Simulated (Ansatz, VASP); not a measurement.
ZrSi4Pd: VASP beside Ansatz

```
Zr Si Pd
1.0
     4.39073    0.00000    0.00000
    -2.19537    3.80249    0.00000
     0.00000    0.00000    5.66905
Zr Si Pd
1 4 1
Direct
  0.00000 0.00000 0.00000
  0.33333 0.66667 0.71809
  0.33333 0.66667 0.28191
  0.66667 0.33333 0.28191
  0.66667 0.33333 0.71809
  0.00000 0.00000 0.50000
```

Alike in both runs: functional PBE; k mesh 6 × 6 × 4; occupations gaussian, width 0.1 eV; no spin polarisation.

Ansatz relaxed the structure, and its values are those at the end. VASP's run is a single point on that final structure, the one shown.

|  | VASP | Ansatz |
| --- | --- | --- |
| version | VASP 6.6.1 | Ansatz 0.2.0 |
| potentials or method | VASP PAW PBE potentials, release 64 (Zr_sv, Si, Pd), cutoff 500 eV | scalar-relativistic, plane waves, PAW |
| valence electrons in the cell | 38 | 46 |

|  | VASP | Ansatz | Ansatz less VASP |
| --- | --- | --- | --- |
| gap on the k mesh at the Fermi level (eV) | none | none | - |
| pressure (GPa) | -0.2 | -0.2 | +0.03 |
| rms of the force components (eV/Å) | 0.015 | 0.012 | -0.0036 |

A gap of «none» marks a metal or a gap that the smearing closes. With one functional, cell and mesh, what is left measures potentials, basis and numerics. VASP's potentials hold 38 valence electrons a cell and Ansatz's 46, so a difference there can come from the potentials and not from the codes.
